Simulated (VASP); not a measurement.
# Gd (P6_3/mmc) in VASP: further runs, part 2 of 2

VASP 6.6.1. The steps go on from the part before.

### 3 Single point, PBE, collinear spin, ferromagnetic start

Input file INCAR:

```
PREC     = Accurate       # precision mode
ENCUT    = 520            # plane-wave cutoff, eV
EDIFF    = 1E-6           # SCF threshold, eV
ISMEAR   = 0              # smearing method
SIGMA    = 0.017          # smearing width, eV
LREAL    = F              # projectors in reciprocal space
LASPH    = T              # aspherical terms in the spheres
NELM     = 150            # most SCF steps
ALGO     = Normal         # electronic algorithm
ISIF     = 2              # what is computed and relaxed
LWAVE    = F              # write WAVECAR
LCHARG   = T              # write CHGCAR
ISPIN    = 2              # spin polarisation
MAGMOM   = 7 7            # initial moments
LORBIT   = 11             # projections on sites
LMAXMIX  = 6              # l up to which the mixer works
GGA      = PE             # functional
LELF     = T              # ELF
LVHAR    = T            
NBANDS   = 29             # bands
```

Input file KPOINTS:

```
Automatic mesh
0
Gamma
  8 8 5
```

Input file POSCAR:

```
Gd
1.0
    3.6360000000      0.0000000000      0.0000000000
   -1.8180000000      3.1488683682      0.0000000000
    0.0000000000      0.0000000000      5.7826000000
Gd
2
Direct
    0.6666666667      0.3333333333      0.7500000000
    0.3333333333      0.6666666667      0.2500000000
```

Potentials or basis: VASP PAW PBE potentials, release 64 (Gd).

Started as:

```console
$ cat potpaw_PBE.64/Gd/POTCAR > POTCAR
$ mpirun -np 1 vasp_std > vasp.out
```

OUTCAR:

```text
PREC = Accurate
   ENCUT = 520
   EDIFF = 1E-6
   ISMEAR = 0
   LREAL = F
   LASPH = T
   NELM = 150
   ISIF = 2
   ISPIN = 2
   LORBIT = 11
   GGA = PE

 ion  position               nearest neighbor table
   1  0.667  0.333  0.750-
   2  0.333  0.667  0.250-

  LATTYP: Found a hexagonal cell.
 ALAT       =     3.6360000000
 C/A-ratio  =     1.5903740374

  Lattice vectors:

 A1 = (   3.6360000000,   0.0000000000,   0.0000000000)
 A2 = (  -1.8180000000,   3.1488683682,   0.0000000000)
 A3 = (   0.0000000000,   0.0000000000,   5.7826000000)

Analysis of symmetry for initial positions (statically):
=====================================================================
 Subroutine PRICEL returns:
 Original cell was already a primitive cell.

 Routine SETGRP: Setting up the symmetry group for a
 hexagonal supercell.

 Subroutine GETGRP returns: Found 24 space group operations
 (whereof 12 operations were pure point group operations)
 out of a pool of 24 trial point group operations.

The static configuration has the point symmetry D_3d.
 The point group associated with its full space group is D_6h.

Analysis of symmetry for dynamics (positions and initial velocities):
=====================================================================
 Subroutine PRICEL returns:
 Original cell was already a primitive cell.

 Routine SETGRP: Setting up the symmetry group for a
 hexagonal supercell.

 Subroutine GETGRP returns: Found 24 space group operations
 (whereof 12 operations were pure point group operations)
 out of a pool of 24 trial point group operations.

The dynamic configuration has the point symmetry D_3d.
 The point group associated with its full space group is D_6h.

Analysis of structural, dynamic, and magnetic symmetry:
=====================================================================
 Subroutine PRICEL returns:
 Original cell was already a primitive cell.

 Routine SETGRP: Setting up the symmetry group for a
 hexagonal supercell.

 Subroutine GETGRP returns: Found 24 space group operations
 (whereof 12 operations were pure point group operations)
 out of a pool of 24 trial point group operations.

The overall configuration has the point symmetry D_3d.
 The point group associated with its full space group is D_6h.

 Subroutine INISYM returns: Found 24 space group operations
 (whereof 12 operations are pure point group operations),
 and found     1 'primitive' translations

----------------------------------------------------------------------------------------

                                     Primitive cell

  volume of cell :      66.2066

  direct lattice vectors                    reciprocal lattice vectors
     3.636000000  0.000000000  0.000000000     0.275027503  0.158787203  0.000000000
    -1.818000000  3.148868368  0.000000000     0.000000000  0.317574405  0.000000000
     0.000000000  0.000000000  5.782600000     0.000000000  0.000000000  0.172932591

  length of vectors
     3.636000000  3.636000000  5.782600000     0.317574405  0.317574405  0.172932591

[... 66 lines left out ...]
   dimension x,y,z NGXF=    56 NGYF=   56 NGZF=   96
   ions per type =               2
   NGX,Y,Z   is equivalent  to a cutoff of  12.80, 12.80, 13.80 a.u.
   NGXF,Y,Z  is equivalent  to a cutoff of  25.60, 25.60, 27.60 a.u.
 SYSTEM =  unknown system
   PREC   = accura    normal or accurate (medium, high low for compatibility)
   ISTART =      0    job   : 0-new  1-cont  2-samecut
   ICHARG =      2    charge: 1-file 2-atom 10-const
   ISPIN  =      2    spin polarized calculation?
   LNONCOLLINEAR =      F non collinear calculations
   LSORBIT =      F    spin-orbit coupling
   LASPH  =      T    aspherical Exc in radial PAW
   ENCUT  =  520.0 eV  38.22 Ry    6.18 a.u.   6.76  6.76 10.75*2*pi/ulx,y,z
   NELM   =    150;   NELMIN=  2; NELMDL= -5     # of ELM steps
   EDIFF  = 0.1E-05   stopping-criterion for ELM
   LREAL  =      F    real-space projection
   EDIFFG = 0.1E-04   stopping-criterion for IOM
   NSW    =      0    number of steps for IOM
   IBRION =     -1    ionic relax: 0-MD 1-quasi-New 2-CG
   NFREE  =      0    steps in history (QN), initial steepest desc. (CG)
   ISIF   =      2    stress and relaxation
   ISYM   =      2    0-nonsym 1-usesym 2-fastsym
   POTIM  = 0.5000    time-step for ionic-motion
   TEBEG  =    0.0;   TEEND  =   0.0 temperature during run
   PSTRESS=    0.0 pullay stress
   NELECT =      36.0000    total number of electrons
   NUPDOWN=      -1.0000    fix difference up-down
   EMIN   =  10.00;   EMAX   =-10.00  energy-range for DOS
   EFERMI =   0.00;   METHOD = LEGACY
   ISMEAR =     0;   SIGMA  =   0.02  broadening in eV -4-tet -1-fermi 0-gaus
   EFERMI_NEDOS =   21; number of points for ismear=-14 and -15
   IALGO  =     38    algorithm
   IMIX   =      4    mixing-type and parameters
     AMIX     =   0.40;   BMIX     =  1.00
     AMIX_MAG =   1.60;   BMIX_MAG =  1.00
  volume/ion in A,a.u.               =      33.10       223.39
  Fermi-wavevector in a.u.,A,eV,Ry     =   1.336211  2.525073 24.292668  1.785461
  Thomas-Fermi vector in A             =   2.464856
   LORBIT       =     11    0 simple, 1 ext, 2 COOP (PROOUT), +10 PAW based schemes
   GGA     = PE    functional components
   LHFCALC =     F    Hartree Fock is set to
   AEXX    =    0.0000 exact exchange contribution
   IVDW    =     0    specifies the selected vdW correction
   LEPSILON=     F    determine dielectric tensor
   LRPA    =     F    only Hartree local field effects (RPA)
 spin polarized calculation
 Gauss-broadening in eV      SIGMA  =   0.02
  energy-cutoff  :      520.00
  volume of cell :       66.21
 maximum number of plane-waves:      1796
 NGX is ok and might be reduce to    28
   NGX = 13   NGY = 13   NGZ = 21

 number of electron      36.0000005 magnetization      15.1910116

 Free energy of the ion-electron system (eV)
  ---------------------------------------------------
  ext. energy  EPLUGINS =         0.00000000
  ---------------------------------------------------
  free energy    TOTEN  =       -23.41153023 eV

  energy without entropy =      -23.41126493  energy(sigma->0) =      -23.41139758

 E-fermi :   2.9743     XC(G=0):  -9.9734

 val. band max:        2.9728775924   @ k =   0.2500   0.0000   0.2000
 cond. band min:       2.9978081933   @ k =   0.1250   0.0000   0.4000
 fundamental gap:      0.0249306009
 Fermi energy:         2.9743237265

 spin component 1

 k-point     1 :       0.0000    0.0000    0.0000
  band No.  band energies     occupation
      1     -42.3589      1.00000
      2     -42.2899      1.00000
      3     -20.1004      1.00000
      4     -19.4843      1.00000
      5     -19.4843      1.00000
      6     -19.3783      1.00000
[... 757 lines left out ...]
     28       4.2262      0.00000
     29       5.0413      0.00000

 [... further k-points ...]

 spin component 2

 k-point     1 :       0.0000    0.0000    0.0000
  band No.  band energies     occupation
      1     -39.1244      1.00000
      2     -39.0375      1.00000
      3     -17.8652      1.00000
      4     -17.1177      1.00000
      5     -17.1177      1.00000
      6     -16.9930      1.00000
[... 757 lines left out ...]
     28       5.3993      0.00000
     29       6.1612      0.00000

 [... further k-points ...]
[... 5 lines left out ...]
  --------------------------------------------------------------------------------------
  -------------------------------------------------------------------------------------
  Total        0.1757357      0.1757357      0.3159668      0.0000000      0.0000000      0.0000000
  in kB        4.2527424      4.2527424      7.6462856      0.0000000      0.0000000      0.0000000
  external PRESSURE =       5.3839234 kB  Pullay stress =       0.0000000 kB

 VOLUME and BASIS-vectors are now :
 -----------------------------------------------------------------------------
  energy-cutoff  :      520.00
  volume of cell :       66.21
      direct lattice vectors                 reciprocal lattice vectors
     3.636000000  0.000000000  0.000000000     0.275027503  0.158787203  0.000000000
    -1.818000000  3.148868368  0.000000000     0.000000000  0.317574405  0.000000000
     0.000000000  0.000000000  5.782600000     0.000000000  0.000000000  0.172932591

 POSITION                                       TOTAL-FORCE (eV/Angst)
 -----------------------------------------------------------------------------------
      1.81800      1.04962      4.33695         0.000000     -0.000000      0.000000
     -0.00000      2.09925      1.44565        -0.000000      0.000000      0.000000
 -----------------------------------------------------------------------------------
    total drift:                                0.000000     -0.000000      0.000000

  FREE ENERGIE OF THE ION-ELECTRON SYSTEM (eV)
  ---------------------------------------------------
  free  energy   TOTEN  =       -23.4115302300 eV

  energy  without entropy=      -23.4112649252  energy(sigma->0) =      -23.41139758

 total charge

# of ion       s       p       d       f       tot
--------------------------------------------------
    1        2.074   5.569   0.569   6.978  15.190
    2        2.074   5.569   0.569   6.978  15.190
--------------------------------------------------
tot          4.148  11.137   1.139  13.956  30.380

 magnetization (x)

# of ion       s       p       d       f       tot
--------------------------------------------------
    1        0.004  -0.053   0.206   6.826   6.983
    2        0.004  -0.053   0.206   6.826   6.983
--------------------------------------------------
tot          0.007  -0.106   0.413  13.651  13.966
```

It took 3.7 min on 1 thread of Intel Xeon 6975P-C (Granite Rapids), shared host; peak memory 0.28 GiB.

What came out:

```yaml
Free_energy: -23.4115 eV
Pressure: 0.5 GPa
Net_moment: 15.19 μB per cell
Site_moments: Gd +6.98 μB
Valence_electrons_inside_the_program's_atomic_spheres: Gd 15.19
```

Stress tensor (GPa, compression positive):
```
0.43 0.00 0.00
0.00 0.43 0.00
0.00 0.00 0.76
```

Levels at points of the mesh, in eV from the Fermi level:
Spin up:
| k point | band 24 | band 25 | band 26 | band 27 | band 28 | band 29 |
| --- | --- | --- | --- | --- | --- | --- |
| (0.00, 0.00, 0.00) | -2.49 | 1.04 | 1.33 | 1.33 | 1.49 | 1.95 |
| (0.50, 0.00, 0.00) | -1.74 | -1.30 | -0.11 | 1.06 | 1.08 | 1.78 |
Spin down:
```csv
k point,band 6,band 7,band 8,band 9,band 10,band 11,band 12,band 13,band 14,band 15
"(0.00, 0.00, 0.00)",-19.97,-19.97,-19.96,-4.20,-1.46,0.31,0.34,0.39,0.45,0.45
"(0.50, 0.00, 0.00)",-20.28,-20.18,-20.06,-1.09,-0.93,-0.61,0.34,0.40,0.46,0.47
```

Caveat: spin-orbit coupling is left out, which moves the levels of the heavy elements. The state reached can hang on the start; a lower one may exist.

### 4 Single point, PBE, collinear spin, ferromagnetic start

Input file INCAR:

```
PREC = Accurate
ENCUT = 520
EDIFF = 1E-6
ISMEAR = 0
SIGMA = 0.020999999999999998
LREAL = False
LASPH = True
NELM = 150
ALGO = Normal
ISIF = 2
LWAVE = False
LCHARG = False
ISPIN = 2
MAGMOM = 7 7
LORBIT = 11
LMAXMIX = 6
GGA = PE
NBANDS = 29
```

Input file KPOINTS:

```
regular mesh
0
Gamma
  8 8 5
```

POSCAR is that of step 3.

Started as:

```console
$ cat potpaw_PBE.64/Gd/POTCAR > POTCAR
$ mpirun -np 1 vasp_std > vasp.out
```

Run time: 3.3 min. Hardware: 1 thread of Intel Xeon 6975P-C (Granite Rapids), shared host; peak memory 0.28 GiB.

The run converged. Its results:

```
Free energy                                           : -23.4116 eV
Pressure                                              : 0.1 GPa
Net moment                                            : 15.19 μB per cell
Site moments                                          : Gd +6.98 μB
Valence electrons inside the program's atomic spheres : Gd 15.19
```

Stress tensor (GPa, compression positive):
```
-0.01  0.00  0.00
 0.00 -0.01  0.00
 0.00  0.00  0.33
```

Levels at points of the mesh, in eV from the Fermi level:
Spin up:
| k point | band 23 | band 24 | band 25 | band 26 | band 27 | band 28 | band 29 |
| --- | --- | --- | --- | --- | --- | --- | --- |
| (0.00, 0.00, 0.00) | -4.80 | -2.49 | 1.04 | 1.33 | 1.33 | 1.49 | 1.95 |
| (0.50, 0.00, 0.00) | -2.17 | -1.74 | -1.30 | -0.11 | 1.06 | 1.08 | 1.78 |
Spin down:
```tsv
k point	band 6	band 7	band 8	band 9	band 10	band 11	band 12	band 13	band 14	band 15
(0.00, 0.00, 0.00)	-19.97	-19.97	-19.95	-4.20	-1.46	0.31	0.34	0.40	0.45	0.45
(0.50, 0.00, 0.00)	-20.27	-20.17	-20.06	-1.09	-0.93	-0.61	0.35	0.40	0.47	0.47
```

Caveat: spin-orbit coupling is left out, which moves the levels of the heavy elements.

### 5 Overview

```csv
smearing,gap on the mesh (eV),pressure (GPa),moment (μB)
gaussian 0.016 eV,none,0.6,15.19
gaussian 0.017 eV,none,0.5,15.19
gaussian 0.021 eV,none,0.1,15.19
```

Alike in all rows: task single point; level PBE; potentials or basis VASP PAW PBE potentials, release 64 (Gd); spin collinear, ferromagnetic start; cell as given; k mesh 8 × 8 × 5; cutoff (eV) 520.

Every run on the cell as given and a fine mesh finds a metal.

Caveats: spin-orbit coupling is left out, which moves the levels of the heavy elements.

Total energies depend on the potentials used, so only differences within one code and one set of settings carry meaning.
